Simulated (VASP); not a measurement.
Runs of VASP 6.6.1 on Te. The structure is that of space group P6_3/mmc (No. 194), or close to it. The cells are those of the table. 

| cell | k mesh | gap on the mesh (eV) | pressure (GPa) |
| --- | --- | --- | --- |
| a = 4.114, b = 4.114, c = 4.445 Å, angles 90.0, 90.0, 120.0°, 2 atoms | 10 × 10 × 8 | none | -2.0 |
| a = 4.061, b = 4.061, c = 4.388 Å, angles 90.0, 90.0, 120.0°, 2 atoms | 10 × 10 × 8 | none | -0.1 |
| a = 4.061, b = 4.061, c = 4.388 Å, angles 90.0, 90.0, 120.0°, 2 atoms | 15 × 15 × 12 | none | -0.1 |
| a = 3.949, b = 3.949, c = 4.267 Å, angles 90.0, 90.0, 120.0°, 2 atoms | 10 × 10 × 8 | none | (b) |
| a = 4.166, b = 4.166, c = 4.502 Å, angles 90.0, 90.0, 120.0°, 2 atoms | 10 × 10 × 8 | none | -3.5 |
| a = 3.891, b = 3.891, c = 4.205 Å, angles 90.0, 90.0, 120.0°, 2 atoms | 10 × 10 × 8 | none | 8.9 |
| a = 4.061, b = 4.061, c = 4.388 Å, angles 90.0, 90.0, 120.0°, 2 atoms | 11 × 11 × 6 | none | 0.0 |
| a = 4.006, b = 4.006, c = 4.328 Å, angles 90.0, 90.0, 120.0°, 2 atoms | 10 × 10 × 8 | none | (a) |

Alike in all rows: task single point; level r2SCAN; potentials or basis VASP PAW PBE potentials, release 64 (Te); no spin polarisation; cutoff (eV) 520; smearing fermi-dirac 0.1 eV.

Estimate the missing entries.

(a) 2.2; (b) 5.2.

Caveats: the PAW data sets were made with another functional, which shifts forces and pressure a little; spin-orbit coupling is left out, which moves the levels of the heavy elements.

A k mesh can miss the band edges, and the runs leave out spin-orbit coupling on Te.

A gap of «none» marks levels without a gap at the run's occupations.
